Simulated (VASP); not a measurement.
# GaSb in VASP: further runs

Runs on GaSb. Level: PBE. Tasks: single point.

Program: VASP 6.6.1. These are calculated values, not measurements. Logs are shortened: lines on timing, memory, paths and dates and some standing lists are left out, and cuts for length are marked.

## 1. The cell of the first run

The cell holds a wire with vacuum, 4 atoms: a = 11.500 Å, b = 9.300 Å, c = 4.843 Å, α = 90.00°, β = 90.00°, γ = 90.00°.

## 2. Single point, PBE, collinear spin, ferromagnetic start

The input, INCAR:

```
PREC = Accurate
ENCUT = 520
EDIFF = 1E-6
ISMEAR = 0
SIGMA = 0.05
LREAL = False
LASPH = True
NELM = 150
ALGO = Normal
ISIF = 2
LWAVE = False
LCHARG = False
ISPIN = 2
MAGMOM = 0.5 0.5 0.5 0.5
LORBIT = 11
GGA = PE
NBANDS = 30
```

The input, KPOINTS:

```
regular mesh
0
Gamma
  1 1 13
```

The input, POSCAR:

```
GaSb
1.0
   11.5000000000      0.0000000000      0.0000000000
    0.0000000000      9.3000000000      0.0000000000
    0.0000000000      0.0000000000      4.8432099541
Ga Sb
2 2
Direct
    0.3894484684      0.5000000000      0.0000000000
    0.6105515316      0.5000000000      0.5000000000
    0.3894484684      0.5000000000      0.5000000000
    0.6105515316      0.5000000000      0.0000000000
```

Potentials or basis: VASP PAW PBE potentials, release 64 (Ga_d, Sb).

Command:

```
cat potpaw_PBE.64/Ga_d/POTCAR potpaw_PBE.64/Sb/POTCAR > POTCAR
mpirun -np 1 vasp_std > vasp.out
```

OUTCAR:

```text
PREC = Accurate
   ENCUT = 520
   EDIFF = 1E-6
   ISMEAR = 0
   LREAL = False
   LASPH = True
   NELM = 150
   ISIF = 2
   ISPIN = 2
   LORBIT = 11
   GGA = PE

 ion  position               nearest neighbor table
   1  0.389  0.500  0.000-   3 2.42   3 2.42   4 2.54
   2  0.611  0.500  0.500-   4 2.42   4 2.42   3 2.54
   3  0.389  0.500  0.500-   1 2.42   1 2.42   2 2.54   4 3.51   4 3.51
   4  0.611  0.500  0.000-   2 2.42   2 2.42   1 2.54   3 3.51   3 3.51

  LATTYP: Found a simple orthorhombic cell.
 ALAT       =     4.8432099541
 B/A-ratio  =     1.9202140911
 C/A-ratio  =     2.3744582847

  Lattice vectors:

 A1 = (   0.0000000000,   0.0000000000,  -4.8432099541)
 A2 = (   0.0000000000,   9.3000000000,   0.0000000000)
 A3 = (  11.5000000000,   0.0000000000,   0.0000000000)

Analysis of symmetry for initial positions (statically):
=====================================================================
 Subroutine PRICEL returns:
 Original cell was already a primitive cell.

 Routine SETGRP: Setting up the symmetry group for a
 simple orthorhombic supercell.

 Subroutine GETGRP returns: Found  8 space group operations
 (whereof  4 operations were pure point group operations)
 out of a pool of  8 trial point group operations.

The static configuration has the point symmetry C_2v.
 The point group associated with its full space group is D_2h.

Analysis of symmetry for dynamics (positions and initial velocities):
=====================================================================
 Subroutine PRICEL returns:
 Original cell was already a primitive cell.

 Routine SETGRP: Setting up the symmetry group for a
 simple orthorhombic supercell.

 Subroutine GETGRP returns: Found  8 space group operations
 (whereof  4 operations were pure point group operations)
 out of a pool of  8 trial point group operations.

The dynamic configuration has the point symmetry C_2v.
 The point group associated with its full space group is D_2h.

Analysis of structural, dynamic, and magnetic symmetry:
=====================================================================
 Subroutine PRICEL returns:
 Original cell was already a primitive cell.

 Routine SETGRP: Setting up the symmetry group for a
 simple orthorhombic supercell.

 Subroutine GETGRP returns: Found  8 space group operations
 (whereof  4 operations were pure point group operations)
 out of a pool of  8 trial point group operations.

The overall configuration has the point symmetry C_2v.
 The point group associated with its full space group is D_2h.

 Subroutine INISYM returns: Found  8 space group operations
 (whereof  4 operations are pure point group operations),
 and found     1 'primitive' translations

----------------------------------------------------------------------------------------

                                     Primitive cell

  volume of cell :     517.9813

  direct lattice vectors                    reciprocal lattice vectors
    11.500000000  0.000000000  0.000000000     0.086956522  0.000000000  0.000000000
     0.000000000  9.300000000  0.000000000     0.000000000  0.107526882  0.000000000
     0.000000000  0.000000000  4.843209954     0.000000000  0.000000000  0.206474633

  length of vectors
    11.500000000  9.300000000  4.843209954     0.086956522  0.107526882  0.206474633

  position of ions in fractional coordinates (direct lattice)
     0.389448468  0.500000000  0.000000000
     0.610551532  0.500000000  0.500000000
     0.389448468  0.500000000  0.500000000
     0.610551532  0.500000000  0.000000000

  ion indices of the primitive-cell ions
   primitive index   ion index
                 1           1
                 2           2
                 3           3
                 4           4

----------------------------------------------------------------------------------------

 KPOINTS: regular mesh

Automatic generation of k-mesh.
 Grid dimensions read from file:
 generate k-points for:    1    1   13

 Generating k-lattice:

  Cartesian coordinates                     Fractional coordinates (reciprocal lattice)
     0.086956522  0.000000000  0.000000000     1.000000000  0.000000000  0.000000000
     0.000000000  0.107526882  0.000000000     0.000000000  1.000000000  0.000000000
     0.000000000  0.000000000  0.015882664     0.000000000  0.000000000  0.076923077

  Length of vectors
     0.086956522  0.107526882  0.015882664

  Shift w.r.t. Gamma in fractional coordinates (k-lattice)
     0.000000000  0.000000000  0.000000000

 Subroutine IBZKPT returns following result:
 ===========================================

 Found      7 irreducible k-points:

 Following reciprocal coordinates:
            Coordinates               Weight
  0.000000  0.000000  0.000000      1.000000
  0.000000  0.000000  0.076923      2.000000
  0.000000  0.000000  0.153846      2.000000
  0.000000  0.000000  0.230769      2.000000
  0.000000  0.000000  0.307692      2.000000
  0.000000  0.000000  0.384615      2.000000
  0.000000  0.000000  0.461538      2.000000
   k-points           NKPTS =      7   k-points in BZ     NKDIM =      7   number of bands    NBANDS=     30
   number of dos      NEDOS =    301   number of ions     NIONS =      4
   total plane-waves  NPLWV = 226800
   dimension x,y,z NGX =    90 NGY =   70 NGZ =   36
   dimension x,y,z NGXF=   180 NGYF=  140 NGZF=   72
   ions per type =               2   2
   NGX,Y,Z   is equivalent  to a cutoff of  13.01, 12.51, 12.36 a.u.
   NGXF,Y,Z  is equivalent  to a cutoff of  26.02, 25.03, 24.71 a.u.
 SYSTEM =  unknown system
   PREC   = accura    normal or accurate (medium, high low for compatibility)
   ISTART =      0    job   : 0-new  1-cont  2-samecut
   ICHARG =      2    charge: 1-file 2-atom 10-const
   ISPIN  =      2    spin polarized calculation?
   LNONCOLLINEAR =      F non collinear calculations
   LSORBIT =      F    spin-orbit coupling
   LASPH  =      T    aspherical Exc in radial PAW
   ENCUT  =  520.0 eV  38.22 Ry    6.18 a.u.  21.38 17.29  9.01*2*pi/ulx,y,z
   NELM   =    150;   NELMIN=  2; NELMDL= -5     # of ELM steps
   EDIFF  = 0.1E-05   stopping-criterion for ELM
   LREAL  =      F    real-space projection
   EDIFFG = 0.1E-04   stopping-criterion for IOM
   NSW    =      0    number of steps for IOM
   IBRION =     -1    ionic relax: 0-MD 1-quasi-New 2-CG
   NFREE  =      0    steps in history (QN), initial steepest desc. (CG)
   ISIF   =      2    stress and relaxation
   ISYM   =      2    0-nonsym 1-usesym 2-fastsym
   POTIM  = 0.5000    time-step for ionic-motion
   TEBEG  =    0.0;   TEEND  =   0.0 temperature during run
   PSTRESS=    0.0 pullay stress
   NELECT =      36.0000    total number of electrons
   NUPDOWN=      -1.0000    fix difference up-down
   EMIN   =  10.00;   EMAX   =-10.00  energy-range for DOS
   EFERMI =   0.00;   METHOD = LEGACY
   ISMEAR =     0;   SIGMA  =   0.05  broadening in eV -4-tet -1-fermi 0-gaus
   EFERMI_NEDOS =   21; number of points for ismear=-14 and -15
   IALGO  =     38    algorithm
   IMIX   =      4    mixing-type and parameters
     AMIX     =   0.40;   BMIX     =  1.00
     AMIX_MAG =   1.60;   BMIX_MAG =  1.00
  volume/ion in A,a.u.               =     129.50       873.88
  Fermi-wavevector in a.u.,A,eV,Ry     =   0.673087  1.271949  6.164060  0.453046
  Thomas-Fermi vector in A             =   1.749401
   LORBIT       =     11    0 simple, 1 ext, 2 COOP (PROOUT), +10 PAW based schemes
   GGA     = PE    functional components
   LHFCALC =     F    Hartree Fock is set to
   AEXX    =    0.0000 exact exchange contribution
   IVDW    =     0    specifies the selected vdW correction
   LEPSILON=     F    determine dielectric tensor
   LRPA    =     F    only Hartree local field effects (RPA)
 spin polarized calculation
 Gauss-broadening in eV      SIGMA  =   0.05
  energy-cutoff  :      520.00
  volume of cell :      517.98
 maximum number of plane-waves:     13990
 NGX is ok and might be reduce to    90
   NGX = 43   NGY = 35   NGZ = 19

 number of electron      36.0000022 magnetization       0.4552531

 Free energy of the ion-electron system (eV)
  ---------------------------------------------------
  ext. energy  EPLUGINS =         0.00000000
  ---------------------------------------------------
  free energy    TOTEN  =       -10.51003145 eV

  energy without entropy =      -10.50297865  energy(sigma->0) =      -10.50650505

 E-fermi :  -2.6358     XC(G=0):  -3.0436

 val. band max:       -2.6505169065   @ k =   0.0000   0.0000   0.0769
 cond. band min:      -2.5678262044   @ k =   0.0000   0.0000   0.2308
 fundamental gap:      0.0826907021
 Fermi energy:        -2.6357665306

 spin component 1

 k-point     1 :       0.0000    0.0000    0.0000
  band No.  band energies     occupation
      1     -17.8289      1.00000
      2     -17.7752      1.00000
      3     -17.5984      1.00000
      4     -17.5932      1.00000
      5     -17.5874      1.00000
      6     -17.5637      1.00000
[... 220 lines left out ...]
     29       3.6452      0.00000
     30       3.7066      0.00000
 Fermi energy:        -2.6357665306

 spin component 2

 k-point     1 :       0.0000    0.0000    0.0000
  band No.  band energies     occupation
      1     -17.8211      1.00000
      2     -17.7691      1.00000
      3     -17.5920      1.00000
      4     -17.5895      1.00000
      5     -17.5810      1.00000
      6     -17.5587      1.00000
[... 220 lines left out ...]
     29       3.7055      0.00000
     30       3.7627      0.00000

------------------------ aborting loop because EDIFF is reached ----------------------------------------

  FORCE on cell =-STRESS in cart. coord.  units (eV):
  Direction    XX          YY          ZZ          XY          YZ          ZX
  --------------------------------------------------------------------------------------
  -------------------------------------------------------------------------------------
  Total        5.8808103      0.0877131     19.9017626      0.0000000      0.0000000      0.0000000
  in kB       18.1900406      0.2713070     61.5585014      0.0000000      0.0000000      0.0000000
  external PRESSURE =      26.6732830 kB  Pullay stress =       0.0000000 kB

 VOLUME and BASIS-vectors are now :
 -----------------------------------------------------------------------------
  energy-cutoff  :      520.00
  volume of cell :      517.98
      direct lattice vectors                 reciprocal lattice vectors
    11.500000000  0.000000000  0.000000000     0.086956522  0.000000000  0.000000000
     0.000000000  9.300000000  0.000000000     0.000000000  0.107526882  0.000000000
     0.000000000  0.000000000  4.843209954     0.000000000  0.000000000  0.206474633

 POSITION                                       TOTAL-FORCE (eV/Angst)
 -----------------------------------------------------------------------------------
      4.47866      4.65000      0.00000        -0.951198      0.000000      0.000000
      7.02134      4.65000      2.42160         0.951198      0.000000      0.000000
      4.47866      4.65000      2.42160        -1.381202      0.000000      0.000000
      7.02134      4.65000      0.00000         1.381202      0.000000      0.000000
 -----------------------------------------------------------------------------------
    total drift:                                0.000000      0.000000      0.000000

  FREE ENERGIE OF THE ION-ELECTRON SYSTEM (eV)
  ---------------------------------------------------
  free  energy   TOTEN  =       -10.5100314504 eV

  energy  without entropy=      -10.5029786489  energy(sigma->0) =      -10.50650505

 total charge

# of ion       s       p       d       tot
------------------------------------------
    1        1.021   0.740   9.978  11.739
    2        1.021   0.740   9.978  11.739
    3        1.167   1.355   0.037   2.558
    4        1.167   1.355   0.037   2.558
--------------------------------------------------
tot          4.376   4.190  20.029  28.595

 magnetization (x)

# of ion       s       p       d       tot
------------------------------------------
    1        0.006   0.002   0.004   0.013
    2        0.006   0.002   0.004   0.013
    3        0.005   0.080   0.000   0.085
    4        0.005   0.080   0.000   0.085
--------------------------------------------------
tot          0.023   0.164   0.009   0.196
```

Run time: 5.7 min. Hardware: 1 thread of Intel Xeon Platinum 8259CL at 2.50GHz (Skylake/Cascade Lake), shared host; peak memory 0.74 GiB.

Results:

- Free energy: -10.5100 eV
- Largest force: 1.381 eV/Å
- Net moment: 0.46 μB per cell
- Site moments: Ga +0.01; Sb +0.09 μB
- Valence electrons inside the program's atomic spheres: Ga 11.74; Sb 2.56

Forces on the atoms (eV/Å):
```
Ga  -0.951  0.000  0.000
Ga   0.951  0.000  0.000
Sb  -1.381  0.000  0.000
Sb   1.381  0.000  0.000
```

Caveat: spin-orbit coupling is left out, which moves the levels of the heavy elements.

(Continued in part 2 of 2.)
